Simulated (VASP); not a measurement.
# HPbNO4 (P1) in VASP: a series of runs

Runs on HPbNO4. Level: PBE. Tasks: single point.

Program: VASP 6.6.1. These are calculated values, not measurements. Logs are shortened: lines on timing, memory, paths and dates and some standing lists are left out, and cuts for length are marked.

### Step 1. The cell of the first run

The typed cell holds 7 atoms: a = 3.806 Å, b = 5.460 Å, c = 5.974 Å, α = 106.62°, β = 93.97°, γ = 90.45°.

### Step 2. Single point, PBE (16.94 Å³/atom)

Input file INCAR:

```
  ALGO = Normal
  EDIFF = 1E-6
  ENCUT = 520
  GGA = PE
  ISIF = 2
  ISMEAR = -1
  LASPH = T
  LCHARG = F
  LREAL = F
  LWAVE = F
  NBANDS = 31
  NELM = 100
  PREC = Accurate
  SIGMA = 0.05
```

Input file KPOINTS:

```
k-points
0
Gamma
  5 4 4
```

Input file POSCAR:

```
HPbNO4
1.0
    3.8019519932      0.1418959779      0.0889020129
   -0.2497779589      5.4522819242      0.1624839163
   -0.4754560934     -1.9011535639      5.6429398473
H Pb N O
1 1 1 4
Direct
    0.1091300000      0.6571800000      0.5446300000
    0.6102900000      0.5212700000      0.1510000000
    0.9158000000      0.9626300000      0.9586700000
    0.0138400000      0.1363900000      0.8808400000
    0.7239800000      0.0105700000      0.1285800000
    0.0038900000      0.7373200000      0.8704300000
    0.1192700000      0.5932400000      0.3765100000
```

Potentials or basis: VASP PAW PBE potentials, release 64 (H, Pb_d, N, O).

Command:

```sh
$ cat potpaw_PBE.64/H/POTCAR potpaw_PBE.64/Pb_d/POTCAR potpaw_PBE.64/N/POTCAR potpaw_PBE.64/O/POTCAR > POTCAR
$ mpirun -np 1 vasp_std > vasp.out
```

OUTCAR:

```text
EDIFF = 1E-6
   ENCUT = 520
   GGA = PE
   ISIF = 2
   ISMEAR = -1
   LASPH = T
   LREAL = F
   NELM = 100
   PREC = Accurate

 ion  position               nearest neighbor table
   1  0.109  0.657  0.545-   7 0.97
   2  0.610  0.521  0.151-   7 2.25   7 2.35   5 2.75   5 2.79   4 2.80   6 2.81
   3  0.916  0.963  0.959-   4 1.24   6 1.25   5 1.26
   4  0.014  0.136  0.881-   3 1.24   2 2.80
   5  0.724  0.011  0.129-   3 1.26   2 2.75   2 2.79
   6  0.004  0.737  0.870-   3 1.25   2 2.81
   7  0.119  0.593  0.377-   1 0.97   2 2.25   2 2.35

  LATTYP: Found a triclinic cell.
 ALAT       =     6.8567173878
 B/A-ratio  =     0.5550232440
 C/A-ratio  =     0.7963604173
 COS(alpha) =     0.0077737674
 COS(beta)  =     0.2535091708
 COS(gamma) =     0.4946358889

  Lattice vectors:

 A1 = (  -3.3264958998,   1.7592575860,  -5.7318418602)
 A2 = (  -3.8019519932,  -0.1418959779,  -0.0889020129)
 A3 = (  -0.2497779589,   5.4522819242,   0.1624839163)

Analysis of symmetry for initial positions (statically):
=====================================================================
 Subroutine PRICEL returns:
 Original cell was already a primitive cell.

 Routine SETGRP: Setting up the symmetry group for a
 triclinic supercell.

 Subroutine GETGRP returns: Found  1 space group operations
 (whereof  1 operations were pure point group operations)
 out of a pool of  2 trial point group operations.

The static configuration has the point symmetry C_1 .

Analysis of symmetry for dynamics (positions and initial velocities):
=====================================================================
 Subroutine PRICEL returns:
 Original cell was already a primitive cell.

 Routine SETGRP: Setting up the symmetry group for a
 triclinic supercell.

 Subroutine GETGRP returns: Found  1 space group operations
 (whereof  1 operations were pure point group operations)
 out of a pool of  2 trial point group operations.

The dynamic configuration has the point symmetry C_1 .

 Subroutine INISYM returns: Found  1 space group operations
 (whereof  1 operations are pure point group operations),
 and found     1 'primitive' translations

[... 103 lines left out ...]
   NELM   =    100;   NELMIN=  2; NELMDL= -5     # of ELM steps
   EDIFF  = 0.1E-05   stopping-criterion for ELM
   LREAL  =      F    real-space projection
   EDIFFG = 0.1E-04   stopping-criterion for IOM
   NSW    =      0    number of steps for IOM
   IBRION =     -1    ionic relax: 0-MD 1-quasi-New 2-CG
   NFREE  =      0    steps in history (QN), initial steepest desc. (CG)
   ISIF   =      2    stress and relaxation
   ISYM   =      2    0-nonsym 1-usesym 2-fastsym
   POTIM  = 0.5000    time-step for ionic-motion
   TEBEG  =    0.0;   TEEND  =   0.0 temperature during run
   PSTRESS=    0.0 pullay stress
   NELECT =      44.0000    total number of electrons
   NUPDOWN=      -1.0000    fix difference up-down
   EMIN   =  10.00;   EMAX   =-10.00  energy-range for DOS
   EFERMI =   0.00;   METHOD = LEGACY
   ISMEAR =    -1;   SIGMA  =   0.05  broadening in eV -4-tet -1-fermi 0-gaus
   EFERMI_NEDOS =   21; number of points for ismear=-14 and -15
   IALGO  =     38    algorithm
   IMIX   =      4    mixing-type and parameters
     AMIX     =   0.40;   BMIX     =  1.00
     AMIX_MAG =   1.60;   BMIX_MAG =  1.00
  volume/ion in A,a.u.               =      16.94       114.35
  Fermi-wavevector in a.u.,A,eV,Ry     =   1.176300  2.222885 18.826131  1.383682
  Thomas-Fermi vector in A             =   2.312666
   LORBIT       =      0    0 simple, 1 ext, 2 COOP (PROOUT), +10 PAW based schemes
   GGA     = PE    functional components
   LHFCALC =     F    Hartree Fock is set to
   AEXX    =    0.0000 exact exchange contribution
   IVDW    =     0    specifies the selected vdW correction
   LEPSILON=     F    determine dielectric tensor
   LRPA    =     F    only Hartree local field effects (RPA)
 non-spin polarized calculation
  energy-cutoff  :      520.00
  volume of cell :      118.61
 maximum number of plane-waves:      3217
   NGX = 15   NGY = 21   NGZ = 23

 number of electron      43.9999997 magnetization

 Free energy of the ion-electron system (eV)
  ---------------------------------------------------
  ext. energy  EPLUGINS =         0.00000000
  ---------------------------------------------------
  free energy    TOTEN  =       -40.32791860 eV

  energy without entropy =      -40.32791860  energy(sigma->0) =      -40.32791860

 E-fermi :   0.7366     XC(G=0):  -7.7137

 val. band max:       -0.3441801072   @ k =   0.4000   0.5000   0.5000
 cond. band min:       2.8112910186   @ k =   0.4000  -0.0000   0.5000
 fundamental gap:      3.1554711258
 Fermi energy:         0.7366441502

 k-point     1 :       0.0000    0.0000    0.0000
  band No.  band energies     occupation
      1     -26.6700      2.00000
      2     -21.1046      2.00000
      3     -20.8563      2.00000
      4     -18.1661      2.00000
      5     -15.4074      2.00000
      6     -15.3864      2.00000
[... 805 lines left out ...]
     30       9.6464      0.00000
     31      10.1080      0.00000

 [... further k-points ...]

------------------------ aborting loop because EDIFF is reached ----------------------------------------

  FORCE on cell =-STRESS in cart. coord.  units (eV):
  Direction    XX          YY          ZZ          XY          YZ          ZX
  --------------------------------------------------------------------------------------
  -------------------------------------------------------------------------------------
  Total        2.2855235      3.6077008      2.9642835      0.1014270      0.0387443     -1.5163382
  in kB       30.8726112     48.7324426     40.0412302      1.3700648      0.5233546    -20.4825371
  external PRESSURE =      39.8820947 kB  Pullay stress =       0.0000000 kB

 VOLUME and BASIS-vectors are now :
 -----------------------------------------------------------------------------
  energy-cutoff  :      520.00
  volume of cell :      118.61
      direct lattice vectors                 reciprocal lattice vectors
     3.801951993  0.141895978  0.088902013     0.261998911  0.011231963  0.025859334
    -0.249777959  5.452281924  0.162483916    -0.008175729  0.181235780  0.060370987
    -0.475456093 -1.901153564  5.642939847    -0.003892263 -0.005395493  0.175066856

 POSITION                                       TOTAL-FORCE (eV/Angst)
 -----------------------------------------------------------------------------------
     -0.00819      2.56319      3.18980        -0.091988      0.006300      0.736629
      2.11830      2.64163      0.99104        -0.131586     -0.007347     -0.273591
      2.78558      3.55590      5.64755        -0.036890     -0.099796      0.031248
     -0.40025     -0.92901      4.99392         0.518578      1.457988     -0.579845
      2.68876     -0.08409      0.79165        -0.951498     -0.098209      1.138733
     -0.58323      2.36581      5.03193         0.545838     -1.242511     -0.658766
      0.12627      2.53563      2.23162         0.147547     -0.016426     -0.394408
 -----------------------------------------------------------------------------------
    total drift:                               -0.001209      0.000590     -0.000109

  FREE ENERGIE OF THE ION-ELECTRON SYSTEM (eV)
  ---------------------------------------------------
  free  energy   TOTEN  =       -40.3279185980 eV

  energy  without entropy=      -40.3279185980  energy(sigma->0) =      -40.32791860
```

stdout:

```text
POSCAR found type information on POSCAR H PbN O
 POSCAR found :  4 types and       7 ions
 scaLAPACK will be used
 LDA part: xc-table for (Slater+PW92), standard interpolation
 POSCAR, INCAR and KPOINTS ok, starting setup
 FFT: planning ... GRIDC
 FFT: planning ... GRID_SOFT
 FFT: planning ... GRID
 WAVECAR not read
 entering main loop
```

Run time: 2.2 min. Hardware: 1 thread of Oxide Virtual Turin-like, shared host; peak memory 0.28 GiB.

What came out:

```
Free energy            : -40.3279 eV
Pressure               : 4.0 GPa
Largest force          : 1.653 eV/Å
Band gap on the k mesh : 3.16 eV (least direct gap 3.23 eV)
```

Forces on the atoms (eV/Å):
```
H   -0.092  0.006  0.737
Pb  -0.132 -0.007 -0.274
N   -0.037 -0.100  0.031
O    0.519  1.458 -0.580
O   -0.951 -0.098  1.139
O    0.546 -1.243 -0.659
O    0.148 -0.016 -0.394
```

Levels at points of the mesh, in eV from the valence-band top:
```
           k point  band 18  band 19  band 20  band 21  band 22  band 23  band 24  band 25  band 26  band 27
(0.00, 0.00, 0.00)    -2.04    -1.88    -1.66    -0.89    -0.54     3.51     4.41     5.94     6.03     8.03
(0.00, 0.50, 0.00)    -2.07    -1.67    -1.22    -1.01    -0.69     3.57     4.35     4.75     7.52     7.98
(0.00, 0.00, 0.50)    -1.91    -1.71    -1.33    -0.93    -0.52     3.29     3.84     5.92     7.29     8.42
(0.00, 0.50, 0.50)    -2.04    -1.74    -1.06    -1.00    -0.67     3.53     4.06     4.75     7.42     8.18
```

Caveat: the standard files for N, O and F lose accuracy on very short bonds; the cell stands under pressure; spin-orbit coupling is left out, which moves the levels of the heavy elements; forces of over 1 eV/Å act on the atoms, so gaps and moduli don't describe the material at rest. A k mesh can miss the band edges.

### Step 3. Single point, PBE (17.30 Å³/atom)

This run uses another cell than the first one, of 17.30 Å³/atom.

Input file INCAR:

```
PREC = Accurate
ENCUT = 520
EDIFF = 1E-6
ISMEAR = -1
SIGMA = 0.05
LREAL = F
LASPH = T
NELM = 60
ALGO = Normal
ISIF = 2
LWAVE = F
LCHARG = T
GGA = PE
LELF = T
LVHAR = T
NBANDS = 31
```

Input file KPOINTS:

```
Automatic mesh
0
Gamma
  5 4 4
```

Changes to POSCAR since step 2:

```diff
@@ -2,5 +2,5 @@
 1.0
-    3.8019519932      0.1418959779      0.0889020129
-   -0.2497779589      5.4522819242      0.1624839163
-   -0.4754560934     -1.9011535639      5.6429398473
+    3.8281731803      0.1428746018      0.0895151496
+   -0.2515006199      5.4898850568      0.1636045304
+   -0.4787352045     -1.9142653821      5.6818579036
 H Pb N O
```

Potentials or basis: VASP PAW PBE potentials, release 64 (H, Pb_d, N, O).

Command:

```sh
$ cat potpaw_PBE.64/H/POTCAR potpaw_PBE.64/Pb_d/POTCAR potpaw_PBE.64/N/POTCAR potpaw_PBE.64/O/POTCAR > POTCAR
$ mpirun -np 1 vasp_std > vasp.out
```

Wall time 3 min (1 thread of Oxide Virtual Turin-like, shared host); peak memory 0.28 GiB.

Results (log left out):

```
Free energy            : -40.3785 eV
Pressure               : 2.1 GPa
Largest force          : 1.013 eV/Å
Band gap on the k mesh : 3.14 eV (least direct gap 3.21 eV)
```

Forces on the atoms (eV/Å):
```
H   -0.050  0.002  0.408
Pb  -0.072 -0.004 -0.141
N   -0.026 -0.072  0.025
O    0.314  0.899 -0.347
O   -0.577 -0.061  0.683
O    0.328 -0.756 -0.396
O    0.082 -0.008 -0.232
```

Stress tensor (GPa, compression positive):
```
 1.57  0.09 -1.19
 0.09  2.73  0.03
-1.19  0.03  2.15
```

Levels at points of the mesh, in eV from the valence-band top:
```tsv
k point	band 19	band 20	band 21	band 22	band 23	band 24	band 25	band 26
(0.00, 0.00, 0.00)	-1.79	-1.58	-0.80	-0.48	3.48	4.38	5.88	6.01
(0.00, 0.50, 0.00)	-1.58	-1.17	-0.95	-0.64	3.54	4.34	4.71	7.52
(0.00, 0.00, 0.50)	-1.62	-1.31	-0.83	-0.46	3.28	3.82	5.86	7.23
(0.00, 0.50, 0.50)	-1.64	-1.03	-0.94	-0.62	3.51	4.05	4.71	7.45
```

Caveat: the standard files for N, O and F lose accuracy on very short bonds; spin-orbit coupling is left out, which moves the levels of the heavy elements; forces of over 1 eV/Å act on the atoms, so gaps and moduli don't describe the material at rest.

### Step 4. Single point, PBE (18.00 Å³/atom)

This run uses another cell than the first one, of 18.00 Å³/atom.

Changes to INCAR since step 3:

```diff
@@ -7,3 +7,3 @@
 LASPH = T
-NELM = 60
+NELM = 80
 ALGO = Normal
```

Input file KPOINTS:

```
regular mesh
0
Gamma
  5 4 4
```

Changes to POSCAR since step 3:

```diff
@@ -2,5 +2,5 @@
 1.0
-    3.8281731803      0.1428746018      0.0895151496
-   -0.2515006199      5.4898850568      0.1636045304
-   -0.4787352045     -1.9142653821      5.6818579036
+    3.8795641876      0.1447926105      0.0907168386
+   -0.2548768701      5.5635835833      0.1658008265
+   -0.4851619473     -1.9399632859      5.7581335544
 H Pb N O
```

Command:

```sh
$ cat potpaw_PBE.64/H/POTCAR potpaw_PBE.64/Pb_d/POTCAR potpaw_PBE.64/N/POTCAR potpaw_PBE.64/O/POTCAR > POTCAR
$ mpirun -np 1 vasp_std > vasp.out
```

It took 2.7 min on 1 thread of Oxide Virtual Turin-like, shared host; peak memory 0.29 GiB.

Results (log left out):

- Free energy: -40.4012 eV
- Pressure: -1.0 GPa
- Largest force: 0.195 eV/Å
- Band gap on the k mesh: 3.10 eV (least direct gap 3.18 eV)

Forces on the atoms (eV/Å):
```
H    0.028 -0.006 -0.193
Pb   0.035  0.002  0.097
N   -0.006 -0.022  0.014
O   -0.048 -0.097  0.067
O    0.088  0.006 -0.127
O   -0.059  0.109  0.069
O   -0.037  0.009  0.072
```

Stress tensor (GPa, compression positive):
```
-1.01  0.00  0.28
 0.00 -0.91  0.01
 0.28  0.01 -1.03
```

Levels at points of the mesh, in eV from the valence-band top:
```csv
k point,band 20,band 21,band 22,band 23,band 24,band 25
"(0.00, 0.00, 0.00)",-1.41,-0.62,-0.39,3.42,4.33,5.75
"(0.00, 0.50, 0.00)",-1.14,-0.80,-0.54,3.48,4.29,4.63
"(0.00, 0.00, 0.50)",-1.27,-0.66,-0.36,3.26,3.78,5.74
"(0.00, 0.50, 0.50)",-1.03,-0.76,-0.52,3.45,4.03,4.63
```

Caveat: spin-orbit coupling is left out, which moves the levels of the heavy elements.

### Step 5. Summary

```csv
cell,gap on the mesh (eV),pressure (GPa),largest force (eV/Å)
"a = 3.806, b = 5.460, c = 5.974 Å, angles 106.6, 94.0, 90.4°, 7 atoms",3.16,4.0,1.65
"a = 3.832, b = 5.498, c = 6.015 Å, angles 106.6, 94.0, 90.4°, 7 atoms",3.14,2.1,1.01
"a = 3.883, b = 5.572, c = 6.095 Å, angles 106.6, 94.0, 90.4°, 7 atoms",3.10,-1.0,0.19
```

Alike in all rows: task single point; level PBE; potentials or basis VASP PAW PBE potentials, release 64 (H, Pb_d, N, O); no spin polarisation; k mesh 5 × 4 × 4; cutoff (eV) 520; smearing fermi-dirac 0.05 eV.

Caveats: spin-orbit coupling is left out, which moves the levels of the heavy elements; the standard files for N, O and F lose accuracy on very short bonds (at least some runs); forces of over 1 eV/Å act on the atoms, so gaps and moduli don't describe the material at rest (at least some runs); the cell stands under pressure (at least some runs).

Absolute energies hang on the potentials; compare differences alone.
